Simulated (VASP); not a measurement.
# CoBi (zincblende type) (F-43m) in VASP: further runs, part 2 of 2

VASP 6.6.1. Earlier steps stand in the parts before.

## 4. Electric field gradients, PBE, collinear spin, ferromagnetic start (26.60 Å³/atom)

This run uses another cell than the first one, of 26.60 Å³/atom.

Input file INCAR:

```
SYSTEM = CoBi
ALGO = Normal
EDIFF = 1E-8
ENCUT = 520
GGA = PE
ISIF = 2
ISMEAR = -1
ISPIN = 2
LASPH = .TRUE.
LCHARG = .FALSE.
LEFG = .TRUE.
LMAXMIX = 4
LORBIT = 11
LREAL = .FALSE.
LWAVE = .FALSE.
MAGMOM = 2 0
NBANDS = 23
NELM = 150
PREC = Accurate
SIGMA = 0.08
```

Input file KPOINTS:

```
k-points
0
G
  9 9 9
  0 0 0
```

Input file POSCAR:

```
CoBi
1.0
    0.0000000000      2.9851638972      2.9851638972
    2.9851638972      0.0000000000      2.9851638972
    2.9851638972      2.9851638972      0.0000000000
Co Bi
1 1
Direct
    0.0000000000      0.0000000000      0.0000000000
    0.2500000000      0.2500000000      0.2500000000
```

Potentials or basis: VASP PAW PBE potentials, release 64 (Co, Bi_d).

On the command line:

```console
cat potpaw_PBE.64/Co/POTCAR potpaw_PBE.64/Bi_d/POTCAR > POTCAR
mpirun -np 1 vasp_std > vasp.out
```

OUTCAR:

```text
SYSTEM = CoBi
   EDIFF = 1E-8
   ENCUT = 520
   GGA = PE
   ISIF = 2
   ISMEAR = -1
   ISPIN = 2
   LASPH = .TRUE.
   LORBIT = 11
   LREAL = .FALSE.
   NELM = 150
   PREC = Accurate

 ion  position               nearest neighbor table
   1  0.000  0.000  0.000-   2 2.59   2 2.59   2 2.59   2 2.59
   2  0.250  0.250  0.250-   1 2.59   1 2.59   1 2.59   1 2.59

  LATTYP: Found a face centered cubic cell.
 ALAT       =     5.9703277944

  Lattice vectors:

 A1 = (   0.0000000000,   2.9851638972,   2.9851638972)
 A2 = (   2.9851638972,   0.0000000000,   2.9851638972)
 A3 = (   2.9851638972,   2.9851638972,   0.0000000000)

Analysis of symmetry for initial positions (statically):
=====================================================================
 Subroutine PRICEL returns:
 Original cell was already a primitive cell.

 Routine SETGRP: Setting up the symmetry group for a
 face centered cubic supercell.

 Subroutine GETGRP returns: Found 24 space group operations
 (whereof 24 operations were pure point group operations)
 out of a pool of 48 trial point group operations.

The static configuration has the point symmetry T_d .

Analysis of symmetry for dynamics (positions and initial velocities):
=====================================================================
 Subroutine PRICEL returns:
 Original cell was already a primitive cell.

 Routine SETGRP: Setting up the symmetry group for a
 face centered cubic supercell.

 Subroutine GETGRP returns: Found 24 space group operations
 (whereof 24 operations were pure point group operations)
 out of a pool of 48 trial point group operations.

The dynamic configuration has the point symmetry T_d .

Analysis of structural, dynamic, and magnetic symmetry:
=====================================================================
 Subroutine PRICEL returns:
 Original cell was already a primitive cell.

 Routine SETGRP: Setting up the symmetry group for a
 face centered cubic supercell.

 Subroutine GETGRP returns: Found 24 space group operations
 (whereof 24 operations were pure point group operations)
 out of a pool of 48 trial point group operations.

The overall configuration has the point symmetry T_d .

 Subroutine INISYM returns: Found 24 space group operations
 (whereof 24 operations are pure point group operations),
 and found     1 'primitive' translations

----------------------------------------------------------------------------------------

                                     Primitive cell

  volume of cell :      53.2028

  direct lattice vectors                    reciprocal lattice vectors
     0.000000000  2.985163897  2.985163897    -0.167494991  0.167494991  0.167494991
     2.985163897  0.000000000  2.985163897     0.167494991 -0.167494991  0.167494991
     2.985163897  2.985163897  0.000000000     0.167494991  0.167494991 -0.167494991

  length of vectors
     4.221659269  4.221659269  4.221659269     0.290109834  0.290109834  0.290109834

  position of ions in fractional coordinates (direct lattice)
     0.000000000  0.000000000  0.000000000
     0.250000000  0.250000000  0.250000000

  ion indices of the primitive-cell ions
[... 101 lines left out ...]
   LHFCALC =     F    Hartree Fock is set to
   AEXX    =    0.0000 exact exchange contribution
   IVDW    =     0    specifies the selected vdW correction
   LEPSILON=     F    determine dielectric tensor
   LRPA    =     F    only Hartree local field effects (RPA)
 spin polarized calculation
  energy-cutoff  :      520.00
  volume of cell :       53.20
 maximum number of plane-waves:      1459
   NGX = 15   NGY = 15   NGZ = 15

 number of electron      24.0000011 magnetization       0.0000766

 number of electron      24.0000011 magnetization      -0.0003875

 Free energy of the ion-electron system (eV)
  ---------------------------------------------------
  ext. energy  EPLUGINS =         0.00000000
  ---------------------------------------------------
  free energy    TOTEN  =        -9.46966523 eV

  energy without entropy =       -9.42133451  energy(sigma->0) =       -9.44549987

 E-fermi :   5.3304     XC(G=0):  -9.6937

 val. band max:        5.3256381779   @ k =  -0.2222   0.2222   0.0000
 cond. band min:       5.3713235887   @ k =   0.3333   0.1111   0.0000
 fundamental gap:      0.0456854108
 Fermi energy:         5.3304056061

 spin component 1

 k-point     1 :       0.0000    0.0000    0.0000
  band No.  band energies     occupation
      1     -16.9832      1.00000
      2     -16.9832      1.00000
      3     -16.9832      1.00000
      4     -16.9378      1.00000
      5     -16.9378      1.00000
      6      -6.2603      1.00000
[... 613 lines left out ...]
     22      20.7562      0.00000
     23      20.7839      0.00000

 [... further k-points ...]

 spin component 2

 k-point     1 :       0.0000    0.0000    0.0000
  band No.  band energies     occupation
      1     -16.9832      1.00000
      2     -16.9832      1.00000
      3     -16.9832      1.00000
      4     -16.9378      1.00000
      5     -16.9378      1.00000
      6      -6.2603      1.00000
[... 613 lines left out ...]
     22      20.7562      0.00000
     23      20.7838      0.00000

 [... further k-points ...]
[... 5 lines left out ...]
  --------------------------------------------------------------------------------------
  -------------------------------------------------------------------------------------
  Total       -0.9637973     -0.9637973     -0.9637973     -0.0000000      0.0000000     -0.0000000
  in kB      -29.0243000    -29.0243000    -29.0243000     -0.0000000      0.0000000     -0.0000000
  external PRESSURE =     -29.0243000 kB  Pullay stress =       0.0000000 kB

 VOLUME and BASIS-vectors are now :
 -----------------------------------------------------------------------------
  energy-cutoff  :      520.00
  volume of cell :       53.20
      direct lattice vectors                 reciprocal lattice vectors
     0.000000000  2.985163897  2.985163897    -0.167494991  0.167494991  0.167494991
     2.985163897  0.000000000  2.985163897     0.167494991 -0.167494991  0.167494991
     2.985163897  2.985163897  0.000000000     0.167494991  0.167494991 -0.167494991

 POSITION                                       TOTAL-FORCE (eV/Angst)
 -----------------------------------------------------------------------------------
      0.00000      0.00000      0.00000         0.000000      0.000000      0.000000
      1.49258      1.49258      1.49258        -0.000000     -0.000000     -0.000000
 -----------------------------------------------------------------------------------
    total drift:                                0.000001      0.000001      0.000001

  FREE ENERGIE OF THE ION-ELECTRON SYSTEM (eV)
  ---------------------------------------------------
  free  energy   TOTEN  =        -9.4696652325 eV

  energy  without entropy=       -9.4213345104  energy(sigma->0) =       -9.44549987

 Electric field gradients (V/A^2)
---------------------------------------------------------------------
 ion       V_xx      V_yy      V_zz      V_xy      V_xz      V_yz
---------------------------------------------------------------------
   1      -0.000     0.000    -0.000    -0.002    -0.002    -0.002
   2      -0.000    -0.000     0.000     0.002     0.002     0.002
---------------------------------------------------------------------

 Electric field gradients after diagonalization (V/A^2)
 (convention: |V_zz| > |V_xx| > |V_yy|)
----------------------------------------------------------------------
 ion       V_xx      V_yy      V_zz     asymmetry (V_yy - V_xx)/ V_zz
----------------------------------------------------------------------
   1       0.002     0.002    -0.003       0.000
   2      -0.002    -0.002     0.003       0.000
----------------------------------------------------------------------

           NMR quadrupolar parameters

 Cq : quadrupolar parameter    Cq=e*Q*V_zz/h
 eta: asymmetry parameters     (V_yy - V_xx)/ V_zz
 Q  : nuclear electric quadrupole moment in mb (millibarn)
----------------------------------------------------------------------
 ion       Cq(MHz)       eta       Q (mb)
----------------------------------------------------------------------
   1      -0.000       0.000       1.000
   2       0.000       0.000       1.000
----------------------------------------------------------------------

 total charge

# of ion       s       p       d       tot
------------------------------------------
    1        0.420   0.258   7.451   8.128
    2        1.461   1.496   9.941  12.898
--------------------------------------------------
tot          1.881   1.754  17.392  21.026

 magnetization (x)

# of ion       s       p       d       tot
------------------------------------------
    1       -0.000  -0.000  -0.000  -0.000
    2       -0.000   0.000   0.000   0.000
--------------------------------------------------
tot         -0.000   0.000  -0.000  -0.000
```

Wall time 57 s (1 thread of Intel Xeon 6975P-C (Granite Rapids), shared host); peak memory 0.24 GiB.

Results:

| Quantity | Value |
| --- | --- |
| Free energy | -9.4697 eV |
| Pressure | -2.9 GPa |
| Band gap on the k mesh | zero (filled and empty bands overlap) |
| Net moment | 0.00 μB per cell |
| Largest electric field gradient by atom | zero within the noise of the run |
| Valence electrons inside the program's atomic spheres | Co 8.13; Bi 12.90 |

Levels at points of the mesh, in eV from the Fermi level:
Spin up:
```tsv
k point	band 10	band 11	band 12	band 13	band 14	band 15
(0.00, 0.00, 0.00)	-0.71	-0.71	3.49	3.62	3.62	3.62
```
Spin down:
| k point | band 8 | band 9 | band 10 | band 11 | band 12 | band 13 | band 14 | band 15 | band 16 | band 17 |
| --- | --- | --- | --- | --- | --- | --- | --- | --- | --- | --- |
| (0.00, 0.00, 0.00) | -1.86 | -1.86 | -0.71 | -0.71 | 3.49 | 3.62 | 3.62 | 3.62 | 6.55 | 6.55 |

Caveat: spin-orbit coupling is left out, which moves the levels of the heavy elements.
